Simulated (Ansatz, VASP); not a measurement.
# Ga2F in VASP and in Ansatz

File INCAR:

```
ALGO = Normal
EDIFF = 1E-6
EDIFFG = -0.04
ENCUT = 600
GGA = PE
IBRION = 2
ISIF = 3
ISMEAR = 0
LASPH = T
LCHARG = F
LREAL = F
LWAVE = F
NELM = 60
NSW = 90
PREC = Accurate
SIGMA = 0.1
```

The input KPOINTS:

```
k-points
0
Gamma
  6 6 6
```

POSCAR

```
Ga2F
1.0
    1.6539620015      0.9549154068      4.9953883494
   -1.6539620015      0.9549154068      4.9953883494
    0.0000000000     -1.9098308136      4.9953883494
Ga F
2 1
Direct
    0.7500000000      0.7500000000      0.7500000000
    0.2500000000      0.2500000000      0.2500000000
    0.0000000000      0.0000000000      0.0000000000
```

Input for Ansatz:

```yaml
crystal:
  lattice:
    - [1.6539620015, 0.9549154068, 4.9953883494]
    - [-1.6539620015, 0.9549154068, 4.9953883494]
    - [0.0, -1.9098308136, 4.9953883494]
  atoms:
    - { symbol: Ga, position: [0.75, 0.75, 0.75] }
    - { symbol: Ga, position: [0.25, 0.25, 0.25] }
    - { symbol: F, position: [0.0, 0.0, 0.0] }
basis:
  ecutwfc: 420
kpoints:
  mp_grid: { grid: [6, 6, 6] }
hamiltonian:
  xc: pbe
scf:
  occupations: { method: gaussian, width: 0.1 }
  lower_state_search: "off"
output:
  forces: true
  stress: true
  eigenvalues: true
relax:
  adjacent_minimum: "off"
  f_tol: 0.04
  max_steps: 70
  cell: { stress_tol: 0.4 }
```

Alike in both runs: task relaxation of cell and atoms; functional PBE; k mesh 6 × 6 × 6; occupations gaussian, width 0.1 eV; no spin polarisation.

```csv
,VASP,Ansatz
version,VASP 6.6.1,Ansatz 0.2.0
potentials or method,"VASP PAW PBE potentials, release 64 (Ga_d, F), cutoff 600 eV","scalar-relativistic, plane waves, PAW"
valence electrons in the cell,33,33
```

```csv
,VASP,Ansatz,Ansatz less VASP
"gap on the k mesh at the Fermi level, each at its own relaxed structure (eV)",none,none,-
relaxed volume (Å³/atom),15.62,15.72,+0.102
relaxed length of the cell vector where the two differ most in proportion (Å),6.400,6.434,+0.0344
```

A gap of «none» marks a metal or a gap that the smearing closes.

The k mesh is coarse, so the values compare programs but aren't converged.
